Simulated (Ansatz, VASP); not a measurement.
**One calculation of Si2BN, two programs**

```
Si B N
1.0
     2.99432    0.00000    0.00000
     0.00000    2.99432    0.00000
     0.00000    0.00000    4.15515
Si B N
2 1 1
Direct
  0.50000 0.50000 0.50000
  0.00000 0.00000 0.00000
  0.00000 0.00000 0.50000
  0.50000 0.50000 0.00000
```

Alike in both runs: functional PBE; k mesh 6 × 6 × 4; occupations gaussian, width 0.1 eV; no spin polarisation.

Ansatz relaxed the structure, and its values are those at the end. VASP's run is a single point on that final structure, the one shown.

|  | VASP | Ansatz |
| --- | --- | --- |
| version | VASP 6.6.1 | Ansatz 0.2.0 |
| potentials or method | VASP PAW PBE potentials, release 64 (Si, B, N), cutoff 520 eV | scalar-relativistic, plane waves, PAW |
| valence electrons in the cell | 16 | 16 |

VASP gave:

| Property | Result |
| --- | --- |
| gap on the k mesh at the Fermi level (eV) | none |
| pressure (GPa) | -0.1 |

Estimate Ansatz's values.

gap on the k mesh at the Fermi level (eV): none; pressure (GPa): -0.2.

A gap of «none» marks a metal or a gap that the smearing closes. With one functional, cell and mesh, what is left measures potentials, basis and numerics.

The k mesh is coarse, so the values compare programs but aren't converged.
